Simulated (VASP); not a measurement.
Input of a VASP 6.6.1 run:

File INCAR:

```
SYSTEM = C6F
  ALGO = Normal
  DIPOL = 0.5 0.5 0.307
  EDIFF = 1E-7
  ENCUT = 520
  GGA = PE
  IDIPOL = 3
  ISIF = 2
  ISMEAR = 0
  LASPH = .TRUE.
  LCHARG = .TRUE.
  LDIPOL = .TRUE.
  LELF = .TRUE.
  LREAL = .FALSE.
  LVACPOTAV = .TRUE.
  LVHAR = .TRUE.
  LWAVE = .FALSE.
  NBANDS = 44
  NELM = 100
  PREC = Accurate
  SIGMA = 0.1
```

Contents of KPOINTS:

```
k-points
0
G
  6 3 1
  0 0 0
```

POSCAR

```
C6F
1.0
    4.9326910638      0.0000000000      0.0000000000
   -1.2331727660      8.7858796651      0.0000000000
    0.0000000000      0.0000000000     22.7907133841
C F
12 2
Direct
    0.0197005045      0.0788020181      0.1755100831
    0.5197005045      0.0788020181      0.1755100831
    0.2746256306      0.0985025226      0.2058124647
    0.7746256306      0.0985025226      0.2058124647
    0.2844758829      0.1379035317      0.2664172279
    0.7844758829      0.1379035317      0.2664172279
    0.0392967069      0.1571967486      0.2959398808
    0.5392967069      0.1571967486      0.2959398808
    0.0496769807      0.1987213712      0.3592739175
    0.5496769807      0.1987213712      0.3592739175
    0.3040736564      0.2163109051      0.3857147091
    0.8040736564      0.2163109051      0.3857147091
    0.3040736564      0.1283938698      0.4629391457
    0.3040736564      0.3042279405      0.4629391457
```

Potentials or basis: VASP PAW PBE potentials, release 64 (C, F).

The run is started by

```bash
$ cat potpaw_PBE.64/C/POTCAR potpaw_PBE.64/F/POTCAR > POTCAR
$ mpirun -np 1 vasp_std > vasp.out
```

Q: Predict the largest force.

A: 7.020 eV/Å.

Q: What does it give for the band gap on the k mesh?

A: Zero (bands 31 and 32 overlap by 0.01 eV).

Forces on the atoms (eV/Å):
```
C   -0.281  0.404  1.657
C    0.280  0.393  1.656
C    0.001 -0.839 -3.425
C   -0.001 -0.630 -2.507
C   -0.005  0.280  1.105
C    0.008  0.335  1.261
C    0.338  0.184  0.516
C   -0.341  0.240  0.509
C   -1.037 -0.116 -0.167
C    1.085 -0.009 -0.209
C   -0.055 -0.442  1.201
C    0.001  0.268  0.621
F    0.896 -6.890 -0.825
F   -0.890  6.823 -1.394
```
